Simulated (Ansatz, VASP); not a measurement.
**Two plane-wave programs on AlGa3Sb4**

The input INCAR:

```
  PREC = Accurate
  ENCUT = 600
  EDIFF = 1E-6
  ISMEAR = 0
  SIGMA = 0.1
  LREAL = F
  LASPH = T
  NELM = 60
  ALGO = Normal
  ISIF = 3
  LWAVE = F
  LCHARG = F
  GGA = PE
  IBRION = 2
  NSW = 100
  EDIFFG = -0.01
```

File KPOINTS:

```
regular mesh
0
Gamma
  6 6 6
```

The input POSCAR:

```
AlGa3Sb4
1.0
    6.2164310000      0.0000000000      0.0000000000
    0.0000000000      6.2164310000      0.0000000000
    0.0000000000      0.0000000000      6.2164310000
Al Ga Sb
1 3 4
Direct
    0.5000000000      0.5000000000      0.5000000000
    0.5000000000      0.0000000000      0.0000000000
    0.0000000000      0.5000000000      0.0000000000
    0.0000000000      0.0000000000      0.5000000000
    0.7500880000      0.7500880000      0.2499120000
    0.7500880000      0.2499120000      0.7500880000
    0.2499120000      0.7500880000      0.7500880000
    0.2499120000      0.2499120000      0.2499120000
```

Input for Ansatz:

```yaml
crystal:
  lattice:
    - [6.216431, 0.0, 0.0]
    - [0.0, 6.216431, 0.0]
    - [0.0, 0.0, 6.216431]
  atoms:
    - { symbol: Al, position: [0.5, 0.5, 0.5] }
    - { symbol: Ga, position: [0.5, 0.0, 0.0] }
    - { symbol: Ga, position: [0.0, 0.5, 0.0] }
    - { symbol: Ga, position: [0.0, 0.0, 0.5] }
    - { symbol: Sb, position: [0.750088, 0.750088, 0.249912] }
    - { symbol: Sb, position: [0.750088, 0.249912, 0.750088] }
    - { symbol: Sb, position: [0.249912, 0.750088, 0.750088] }
    - { symbol: Sb, position: [0.249912, 0.249912, 0.249912] }
basis:
  ecutwfc: 420
kpoints:
  mp_grid: { grid: [6, 6, 6] }
hamiltonian:
  xc: pbe
scf:
  occupations: { method: gaussian, width: 0.1 }
output:
  forces: true
  stress: true
  eigenvalues: true
relax:
  adjacent_minimum: "off"
  f_tol: 0.01
  max_steps: 80
  cell: { stress_tol: 0.05 }
```

Alike in both runs: task relaxation of cell and atoms; functional PBE; k mesh 6 × 6 × 6; occupations gaussian, width 0.1 eV; no spin polarisation.

```csv
,VASP,Ansatz
version,VASP 6.6.1,Ansatz 0.2.0
potentials or method,"VASP PAW PBE potentials, release 64 (Al, Ga_d, Sb), cutoff 600 eV","scalar-relativistic, plane waves, PAW"
valence electrons in the cell,62,102
```

```tsv
	VASP	Ansatz	Ansatz less VASP
gap on the k mesh at the Fermi level, each at its own relaxed structure (eV)	none	none	-
relaxed volume (Å³/atom)	30.12	30.03	-0.088
relaxed length of the cell vector where the two differ most in proportion (Å)	6.222	6.216	-0.0061
```

A gap of «none» marks a metal or a gap that the smearing closes. VASP's potentials hold 62 valence electrons a cell and Ansatz's 102, so a difference there can come from the potentials and not from the codes.

Spin-orbit coupling is off throughout.
